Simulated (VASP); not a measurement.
W3C, 4 atoms in the cell. The cell holds a slab with vacuum, 4 atoms: a = 2.855 Å, b = 2.855 Å, c = 20.197 Å, α = 90.00°, β = 90.00°, γ = 120.00°. 

| Property | Result |
| --- | --- |
| Program | VASP 6.6.1 |
| Task | relaxation of the atoms |
| Functional | PBE |
| Potentials or basis | VASP PAW PBE potentials, release 64 (W_sv, C) |
| Cutoff | 520 eV |
| k mesh | 9 × 9 × 1 |
| Occupations | gaussian, width 0.1 eV |
| Spin | no spin polarisation |
| Dipole correction | yes |
| Atoms held fixed (from 0) | [0, 1, 2, 3] |
| Further INCAR settings | ALGO = Normal; EDIFF = 1e-06; IBRION = 2; EDIFFG = -0.025; NSW = 36 |

Potentials or basis: VASP PAW PBE potentials, release 64 (W_sv, C).

Run with:

```bash
$ cat potpaw_PBE.64/W_sv/POTCAR potpaw_PBE.64/C/POTCAR > POTCAR
$ mpirun -np 1 vasp_std > vasp.out
```

Hardware: 1 thread of Oxide Virtual Turin-like Processor (shared host).

Q: How long does it take, and how much memory?

A: Run time: 7.5 min on 1 thread of Oxide Virtual Turin-like Processor, on a shared host, peak memory 0.27 GiB. Counts: scf iterations 108, k points 12, ion steps 6.
